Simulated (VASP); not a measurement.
Write the native input for VASP 6.6.1 that does the following.

- Task: single point
- Functional: r2SCAN
- Potentials or basis: VASP PAW PBE potentials, release 64 (Ta_pv, N, H)
- Cutoff: 520 eV
- k mesh: 10 × 8 × 1
- Occupations: gaussian, width 0.1 eV
- Spin: no spin polarisation
- Dipole correction: yes
- Further INCAR settings: ALGO = Normal; EDIFF = 1e-06; NBANDS = 42

Ta4HN4, a slab with vacuum:

```
Ta N H
1.0
     2.93615    0.00000    0.00000
    -1.46808    3.84536    0.00000
     0.00000    0.00000   25.04037
Ta N H
4 4 1
Cartesian
  0.0000 3.3239 8.5000
  0.0000 1.1600 10.4075
  1.4663 2.8528 12.3291
  1.4715 0.6615 14.1795
  1.4681 1.6814 8.8179
  0.0000 3.3629 10.7254
  0.0007 1.2128 12.6399
  1.4686 3.0266 14.5212
  1.3654 2.4937 15.4174
```

The input as run:

POSCAR

```
Ta4HN4
1.0
    2.9361543272      0.0000000000      0.0000000000
   -1.4680771636      3.8453577038      0.0000000000
    0.0000000000      0.0000000000     25.0403695336
Ta N H
4 4 1
Direct
    0.4321940917      0.8643881833      0.3394518595
    0.1508270016      0.3016540032      0.4156282559
    0.8703352396      0.7418704754      0.4923669714
    0.5871812287      0.1720252375      0.5662675320
    0.7186329100      0.4372658199      0.3521479256
    0.4372658200      0.8745316399      0.4283243219
    0.1579371601      0.3153854201      0.5047802743
    0.8937204860      0.7870843437      0.5799110057
    0.7892740631      0.6484869933      0.6157019288
```

INCAR.step1

```
SYSTEM = Ta4HN4
PREC     = Accurate       ! precision mode
ENCUT    = 520            ! plane-wave cutoff, eV
ISMEAR   = 0              ! smearing method
SIGMA    = 0.1            ! smearing width, eV
LREAL    = .FALSE.        ! projectors in reciprocal space
LASPH    = .TRUE.         ! aspherical terms in the spheres
NELM     = 100            ! most SCF steps
LDIPOL   = .TRUE.       
IDIPOL   = 3            
DIPOL    = 0.5 0.5 0.477
NBANDS   = 42             ! bands
GGA      = PE             ! functional
ALGO     = Normal         ! electronic algorithm
EDIFF    = 1E-4           ! SCF threshold, eV
LWAVE    = .TRUE.         ! write WAVECAR
LCHARG   = .FALSE.        ! write CHGCAR
```

INCAR.step2

```
SYSTEM = Ta4HN4
PREC     = Accurate       ! precision mode
ENCUT    = 520            ! plane-wave cutoff, eV
EDIFF    = 1E-6           ! SCF threshold, eV
ISMEAR   = 0              ! smearing method
SIGMA    = 0.1            ! smearing width, eV
LREAL    = .FALSE.        ! projectors in reciprocal space
LASPH    = .TRUE.         ! aspherical terms in the spheres
NELM     = 100            ! most SCF steps
ALGO     = Normal         ! electronic algorithm
ISIF     = 2              ! what is computed and relaxed
LWAVE    = .FALSE.        ! write WAVECAR
LCHARG   = .FALSE.        ! write CHGCAR
LDIPOL   = .TRUE.       
IDIPOL   = 3            
DIPOL    = 0.5 0.5 0.477
METAGGA  = R2SCAN         ! meta-GGA
LMIXTAU  = .TRUE.       
NBANDS   = 42             ! bands
ISTART   = 1
```

KPOINTS

```
Automatic mesh
0
G
  10 8 1
  0 0 0
```

Potentials or basis: VASP PAW PBE potentials, release 64 (Ta_pv, N, H).

Launch:

```bash
$ cat potpaw_PBE.64/Ta_pv/POTCAR potpaw_PBE.64/N/POTCAR potpaw_PBE.64/H/POTCAR > POTCAR
$ cp INCAR.step1 INCAR
$ mpirun -np 1 vasp_std > vasp.out
$ cp INCAR.step2 INCAR
$ mpirun -np 1 vasp_std > vasp.out
```

Results of the run:

* Largest force: 0.868 eV/Å
* Band gap on the k mesh: zero (an odd number of electrons rules out a gap without spin polarisation)

Caveat: the PAW data sets were made with another functional, which shifts forces and pressure a little; spin-orbit coupling is left out, which moves the levels of the heavy elements; an odd number of electrons without spin polarisation forces a metal; a magnetic or distorted state may lie lower.

Run time: 76 min on 1 thread of Oxide Virtual Turin-like Processor (shared host), peak memory 0.65 GiB.
